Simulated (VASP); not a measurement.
# SiGe: single point with r2SCAN

Crystal: SiGe.

```
CELL_PARAMETERS angstrom
3.90304 0.00000 0.00000
-1.95152 3.38013 0.00000
0.00000 0.00000 6.44328
ATOMIC_POSITIONS crystal
Ge 0.33333 0.66667 0.99584
Ge 0.33333 0.66667 0.37816
Si 0.66667 0.33333 0.50367
Si 0.66667 0.33333 0.87033
```

```
Program                : VASP 6.6.1
Task                   : single point
Functional             : r2SCAN
Potentials or basis    : VASP PAW PBE potentials, release 64 (Ge_d, Si)
Cutoff                 : 550 eV
k mesh                 : 12 × 12 × 6
Occupations            : gaussian, width 0.02 eV
Spin                   : no spin polarisation
Dipole correction      : no
Further INCAR settings : ALGO = Normal; EDIFF = 1e-06; NBANDS = 26
```

```
Pressure               : 0.3 GPa
Largest force          : 0.005 eV/Å
Band gap on the k mesh : 0.58 eV (least direct gap 0.82 eV)
```

Forces in eV/Å, atoms in the order of the input:
```
Ge   0.000  0.000  0.005
Ge   0.000  0.000 -0.005
Si   0.000  0.000  0.005
Si   0.000  0.000 -0.005
```

Stress tensor (GPa, compression positive):
```
0.25 0.00 0.00
0.00 0.25 0.00
0.00 0.00 0.39
```

Levels at points of the mesh, in eV from the valence-band top:
```
           k point  band 16  band 17  band 18  band 19  band 20  band 21
(0.00, 0.00, 0.00)    -0.39     0.00     0.00     0.82     1.95     2.20
(0.50, 0.00, 0.00)    -3.33    -3.10    -1.61     0.63     2.37     3.55
(0.00, 0.00, 0.50)    -1.06    -0.98    -0.98     1.54     1.60     3.10
(0.50, 0.00, 0.50)    -2.68    -2.61    -2.49     0.58     1.26     1.97
```

It took 13 min on 1 thread of Oxide Virtual Turin-like Processor (shared host), peak memory 0.27 GiB.

Caveat: semilocal functionals underestimate gaps, and a narrow one can read as zero; the PAW data sets were made with another functional, which shifts forces and pressure a little. A k mesh can miss the band edges.
